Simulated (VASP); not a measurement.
# GaN (Pmc2_1) in VASP: notebook

The runs below take GaN through single point, with LDA.

All numbers are computed with VASP 6.6.1; they aren't measurements. Logs are shortened: lines on timing, memory, paths and dates and some standing lists are left out, and cuts for length are marked.

## (1) The cell of the first run

It takes space group Pmc2_1 (No. 26, orthorhombic). The conventional cell has a = 3.152 Å, b = 5.459 Å, c = 5.138 Å, α = 90.00°, β = 90.00°, γ = 90.00°. Ga (site symmetry m) has 4 N at 1.89 to 2.03 Å within 2.5 Å. Within 2.5 Å of Ga (site symmetry m) lie 4 N at 1.89 to 2.01 Å. Within 2.5 Å of N (site symmetry m) lie 4 Ga at 1.91 to 2.03 Å. Within 2.5 Å of N (site symmetry m) lie 4 Ga at 1.89 to 2.01 Å.

## (2) Single point, LDA (atoms displaced along a vibrational mode)

INCAR reads:

```
SYSTEM = GaN
ALGO = Normal
EDIFF = 1E-6
ENCUT = 520
GGA = CA
ISIF = 2
ISMEAR = 0
LASPH = .TRUE.
LCHARG = .FALSE.
LREAL = .FALSE.
LWAVE = .FALSE.
NBANDS = 46
NELM = 60
PREC = Accurate
SIGMA = 0.05
```

KPOINTS reads:

```
k-points
0
G
  8 6 6
  0 0 0
```

POSCAR reads:

```
GaN
1.0
   -3.1515767111      0.0000000000      0.0000000000
    0.0000000000      0.0000000000     -5.1382481593
    0.0000000000     -5.4586909876      0.0000000000
Ga N
4 4
Direct
    0.5000000000      0.0045800496      0.1692736375
    0.0000000000      0.0025151141      0.6640547442
    0.0000000000      0.5025151141      0.3359452558
    0.5000000000      0.5045800496      0.8307263625
    0.5000000000      0.6096513877      0.1670289641
    0.0000000000      0.6106096189      0.6662739171
    0.0000000000      0.1106096189      0.3337260829
    0.5000000000      0.1096513877      0.8329710359
```

Potentials or basis: VASP PAW LDA potentials, release 64 (Ga_d, N).

Launch:

```
> cat potpaw_LDA.64/Ga_d/POTCAR potpaw_LDA.64/N/POTCAR > POTCAR
> mpirun -np 1 vasp_std > vasp.out
```

OUTCAR:

```text
SYSTEM = GaN
   EDIFF = 1E-6
   ENCUT = 520
   GGA = CA
   ISIF = 2
   ISMEAR = 0
   LASPH = .TRUE.
   LREAL = .FALSE.
   NELM = 60
   PREC = Accurate

 ion  position               nearest neighbor table
   1  0.500  0.005  0.169-   7 1.89   7 1.89   8 1.91   5 2.03
   2  0.000  0.003  0.664-   7 1.89   8 1.91   8 1.91   6 2.01
   3  0.000  0.503  0.336-   6 1.89   5 1.91   5 1.91   7 2.01
   4  0.500  0.505  0.831-   6 1.89   6 1.89   5 1.91   8 2.03
   5  0.500  0.610  0.167-   3 1.91   3 1.91   4 1.91   1 2.03
   6  0.000  0.611  0.666-   3 1.89   4 1.89   4 1.89   2 2.01
   7  0.000  0.111  0.334-   2 1.89   1 1.89   1 1.89   3 2.01
   8  0.500  0.110  0.833-   2 1.91   2 1.91   1 1.91   4 2.03

  LATTYP: Found a simple orthorhombic cell.
 ALAT       =     3.1515767111
 B/A-ratio  =     1.6303738193
 C/A-ratio  =     1.7320508076

  Lattice vectors:

 A1 = (  -3.1515767111,   0.0000000000,   0.0000000000)
 A2 = (   0.0000000000,   0.0000000000,  -5.1382481593)
 A3 = (   0.0000000000,  -5.4586909876,   0.0000000000)

Analysis of symmetry for initial positions (statically):
=====================================================================
 Subroutine PRICEL returns:
 Original cell was already a primitive cell.

 Routine SETGRP: Setting up the symmetry group for a
 simple orthorhombic supercell.

 Subroutine GETGRP returns: Found  4 space group operations
 (whereof  2 operations were pure point group operations)
 out of a pool of  8 trial point group operations.

The static configuration has the point symmetry C_1h.
 The point group associated with its full space group is C_2v.

Analysis of symmetry for dynamics (positions and initial velocities):
=====================================================================
 Subroutine PRICEL returns:
 Original cell was already a primitive cell.

 Routine SETGRP: Setting up the symmetry group for a
 simple orthorhombic supercell.

 Subroutine GETGRP returns: Found  4 space group operations
 (whereof  2 operations were pure point group operations)
 out of a pool of  8 trial point group operations.

The dynamic configuration has the point symmetry C_1h.
 The point group associated with its full space group is C_2v.

 Subroutine INISYM returns: Found  4 space group operations
 (whereof  2 operations are pure point group operations),
 and found     1 'primitive' translations
[... 110 lines left out ...]
   NSW    =      0    number of steps for IOM
   IBRION =     -1    ionic relax: 0-MD 1-quasi-New 2-CG
   NFREE  =      0    steps in history (QN), initial steepest desc. (CG)
   ISIF   =      2    stress and relaxation
   ISYM   =      2    0-nonsym 1-usesym 2-fastsym
   POTIM  = 0.5000    time-step for ionic-motion
   TEBEG  =    0.0;   TEEND  =   0.0 temperature during run
   PSTRESS=    0.0 pullay stress
   NELECT =      72.0000    total number of electrons
   NUPDOWN=      -1.0000    fix difference up-down
   EMIN   =  10.00;   EMAX   =-10.00  energy-range for DOS
   EFERMI =   0.00;   METHOD = LEGACY
   ISMEAR =     0;   SIGMA  =   0.05  broadening in eV -4-tet -1-fermi 0-gaus
   EFERMI_NEDOS =   21; number of points for ismear=-14 and -15
   IALGO  =     38    algorithm
   IMIX   =      4    mixing-type and parameters
     AMIX     =   0.40;   BMIX     =  1.00
     AMIX_MAG =   1.60;   BMIX_MAG =  1.00
  volume/ion in A,a.u.               =      11.05        74.57
  Fermi-wavevector in a.u.,A,eV,Ry     =   1.528886  2.889176 31.803525  2.337493
  Thomas-Fermi vector in A             =   2.636583
   LORBIT       =      0    0 simple, 1 ext, 2 COOP (PROOUT), +10 PAW based schemes
   GGA     = CA    functional components
   LHFCALC =     F    Hartree Fock is set to
   AEXX    =    0.0000 exact exchange contribution
   IVDW    =     0    specifies the selected vdW correction
   LEPSILON=     F    determine dielectric tensor
   LRPA    =     F    only Hartree local field effects (RPA)
 non-spin polarized calculation
 Gauss-broadening in eV      SIGMA  =   0.05
  energy-cutoff  :      520.00
  volume of cell :       88.40
 maximum number of plane-waves:      2408
 NGX is ok and might be reduce to    24
   NGX = 11   NGY = 19   NGZ = 21

 number of electron      71.9999972 magnetization

 Free energy of the ion-electron system (eV)
  ---------------------------------------------------
  ext. energy  EPLUGINS =         0.00000000
  ---------------------------------------------------
  free energy    TOTEN  =       -55.64099441 eV

  energy without entropy =      -55.64099441  energy(sigma->0) =      -55.64099441

 E-fermi :   5.7787     XC(G=0): -12.2964

 val. band max:        5.5535772794   @ k =   0.0000   0.0000   0.0000
 cond. band min:       7.6134543823   @ k =   0.0000   0.0000   0.0000
 fundamental gap:      2.0598771029
 Fermi energy:         5.7787046434

 k-point     1 :       0.0000    0.0000    0.0000
  band No.  band energies     occupation
      1     -10.7390      2.00000
      2      -9.8608      2.00000
      3      -9.6763      2.00000
      4      -9.5625      2.00000
      5      -8.1591      2.00000
      6      -8.1583      2.00000
[... 1165 lines left out ...]
     45      14.9755      0.00000
     46      15.1505      0.00000

 [... further k-points ...]

------------------------ aborting loop because EDIFF is reached ----------------------------------------

  FORCE on cell =-STRESS in cart. coord.  units (eV):
  Direction    XX          YY          ZZ          XY          YZ          ZX
  --------------------------------------------------------------------------------------
  -------------------------------------------------------------------------------------
  Total        2.7484563      2.7605673     -2.1374994      0.0000000      0.0000000      0.0000000
  in kB       49.8158974     50.0354096    -38.7422741      0.0000000      0.0000000      0.0000000
  external PRESSURE =      20.3696776 kB  Pullay stress =       0.0000000 kB

 VOLUME and BASIS-vectors are now :
 -----------------------------------------------------------------------------
  energy-cutoff  :      520.00
  volume of cell :       88.40
      direct lattice vectors                 reciprocal lattice vectors
    -3.151576711  0.000000000  0.000000000    -0.317301494  0.000000000  0.000000000
     0.000000000  0.000000000 -5.138248159     0.000000000  0.000000000 -0.194618860
     0.000000000 -5.458690988  0.000000000     0.000000000 -0.183194103  0.000000000

 POSITION                                       TOTAL-FORCE (eV/Angst)
 -----------------------------------------------------------------------------------
     -1.57579     -0.92401     -0.02353         0.000000      0.410292      0.969974
      0.00000     -3.62487     -0.01292         0.000000     -0.422486      0.767877
      0.00000     -1.83382     -2.58205         0.000000      0.422486      0.767877
     -1.57579     -4.53468     -2.59266         0.000000     -0.410292      0.969974
     -1.57579     -0.91176     -3.13254         0.000000      0.019962     -0.842802
      0.00000     -3.63698     -3.13746         0.000000     -0.035544     -0.895049
      0.00000     -1.82171     -0.56834         0.000000      0.035544     -0.895049
     -1.57579     -4.54693     -0.56342         0.000000     -0.019962     -0.842802
 -----------------------------------------------------------------------------------
    total drift:                               -0.000000      0.000005      0.000598

  FREE ENERGIE OF THE ION-ELECTRON SYSTEM (eV)
  ---------------------------------------------------
  free  energy   TOTEN  =       -55.6409944070 eV

  energy  without entropy=      -55.6409944070  energy(sigma->0) =      -55.64099441
```

OSZICAR:

```text
N       E                     dE             d eps       ncg     rms          rms(c)
DAV:   1     0.799496148399E+03    0.79950E+03   -0.32776E+04  8230   0.295E+03
DAV:   2     0.978512265157E+02   -0.70164E+03   -0.66485E+03  7552   0.719E+02
DAV:   3    -0.524776582213E+02   -0.15033E+03   -0.14579E+03  8600   0.221E+02
DAV:   4    -0.636879156087E+02   -0.11210E+02   -0.11101E+02  9148   0.630E+01
DAV:   5    -0.640544855154E+02   -0.36657E+00   -0.36572E+00  9406   0.115E+01    0.153E+01
DAV:   6    -0.555795115835E+02    0.84750E+01   -0.24865E+01 13760   0.580E+01    0.421E+00
DAV:   7    -0.557657538080E+02   -0.18624E+00   -0.39645E+00  8172   0.101E+01    0.370E+00
DAV:   8    -0.556742495253E+02    0.91504E-01   -0.48892E-01 11164   0.682E+00    0.102E+00
DAV:   9    -0.556395870162E+02    0.34663E-01   -0.16225E-01 11504   0.507E+00    0.336E-01
DAV:  10    -0.556409595395E+02   -0.13725E-02   -0.13066E-02  9004   0.988E-01    0.215E-01
DAV:  11    -0.556411380038E+02   -0.17846E-03   -0.80608E-04 10176   0.712E-01    0.707E-02
DAV:  12    -0.556409861655E+02    0.15184E-03   -0.51289E-04  9794   0.501E-01    0.247E-02
DAV:  13    -0.556409935454E+02   -0.73799E-05   -0.14953E-04  9970   0.977E-02    0.121E-02
DAV:  14    -0.556409948369E+02   -0.12915E-05   -0.16408E-05  8928   0.351E-02    0.923E-03
DAV:  15    -0.556409944070E+02    0.42990E-06   -0.18569E-06  6022   0.116E-01
   1 F= -.55640994E+02 E0= -.55640994E+02  d E =-.153667E-12
```

Wall time 1.8 min (1 thread of Intel Xeon 6975P-C (Granite Rapids), shared host); peak memory 0.33 GiB.

What came out:

| Quantity | Value |
| --- | --- |
| Free energy | -55.6410 eV |
| Pressure | 2.0 GPa |
| Largest force | 1.053 eV/Å |
| Band gap on the k mesh | 2.06 eV |

Forces on the atoms (eV/Å):
```
Ga   0.000  0.410  0.970
Ga   0.000 -0.422  0.768
Ga   0.000  0.422  0.768
Ga   0.000 -0.410  0.970
N    0.000  0.020 -0.843
N    0.000 -0.036 -0.895
N    0.000  0.036 -0.895
N    0.000 -0.020 -0.843
```

Stress tensor (GPa, compression positive):
```
 4.98  0.00  0.00
 0.00  5.00  0.00
 0.00  0.00 -3.87
```

Caveat: the cell differs from its parent crystal (atoms displaced along a vibrational mode); forces of over 1 eV/Å act on the atoms, so gaps and moduli don't describe the material at rest.

## (3) Single point, LDA (atoms displaced along a vibrational mode)

INCAR reads:

```
SYSTEM = GaN
ALGO = Normal ; EDIFF = 1E-6
ENCUT = 520 ; ISIF = 2
ISMEAR = 0 ; LASPH = .TRUE.
LCHARG = .FALSE. ; LREAL = .FALSE.
LWAVE = .FALSE. ; NBANDS = 46
NELM = 60 ; PREC = Accurate
SIGMA = 0.05
```

KPOINTS is that of step 2.

POSCAR reads:

```
GaN
1.0
   -3.1515767111      0.0000000000      0.0000000000
    0.0000000000      0.0000000000     -5.1382481593
    0.0000000000     -5.4586909876      0.0000000000
Ga N
4 4
Direct
    0.5000000000      0.0017337206      0.1692761133
    0.0000000000     -0.0003312148      0.6640572201
    0.0000000000      0.4996687852      0.3359427799
    0.5000000000      0.5017337206      0.8307238867
    0.5000000000      0.6238196315      0.1670441902
    0.0000000000      0.6247778627      0.6662891432
    0.0000000000      0.1247778627      0.3337108568
    0.5000000000      0.1238196315      0.8329558098
```

Potentials or basis: VASP PAW LDA potentials, release 64 (Ga_d, N).

Launch:

```
> cat potpaw_LDA.64/Ga_d/POTCAR potpaw_LDA.64/N/POTCAR > POTCAR
> mpirun -np 1 vasp_std > vasp.out
```

Wall time 1.8 min (1 thread of Intel Xeon 6975P-C (Granite Rapids), shared host); peak memory 0.33 GiB.

It converged, with:

```
Free energy            : -55.8070 eV
Pressure               : 1.2 GPa
Largest force          : 0.401 eV/Å
Band gap on the k mesh : 2.14 eV
```

Forces in eV/Å, atoms in the order of the input:
```
Ga   0.000  0.371  0.143
Ga   0.000 -0.378 -0.136
Ga   0.000  0.378 -0.136
Ga   0.000 -0.371  0.143
N    0.000  0.007 -0.016
N    0.000 -0.017  0.009
N    0.000  0.017  0.009
N    0.000 -0.007 -0.016
```

Levels at points of the mesh, in eV from the valence-band top:
```csv
k point,band 33,band 34,band 35,band 36,band 37,band 38,band 39,band 40
"(0.00, 0.00, 0.00)",-0.98,-0.06,0.00,0.00,2.14,4.38,5.00,5.66
"(0.50, 0.00, 0.00)",-2.22,-2.19,-2.09,-1.96,5.52,5.69,6.78,6.85
"(0.00, 0.50, 0.00)",-0.56,-0.56,-0.55,-0.55,4.36,4.36,4.43,4.43
"(0.50, 0.50, 0.00)",-1.80,-1.80,-1.68,-1.68,5.82,5.82,5.92,5.92
"(0.00, 0.00, 0.50)",-0.78,-0.74,-0.56,-0.49,4.38,4.46,5.99,6.02
"(0.50, 0.00, 0.50)",-2.38,-2.31,-1.08,-1.03,4.92,5.08,5.61,5.70
"(0.00, 0.50, 0.50)",-1.46,-1.46,-1.27,-1.27,5.23,5.23,5.35,5.35
"(0.50, 0.50, 0.50)",-2.03,-2.03,-1.92,-1.92,4.31,4.31,4.45,4.45
```

Caveat: the cell differs from its parent crystal (atoms displaced along a vibrational mode).

(Part 1 of 2 ends here.)
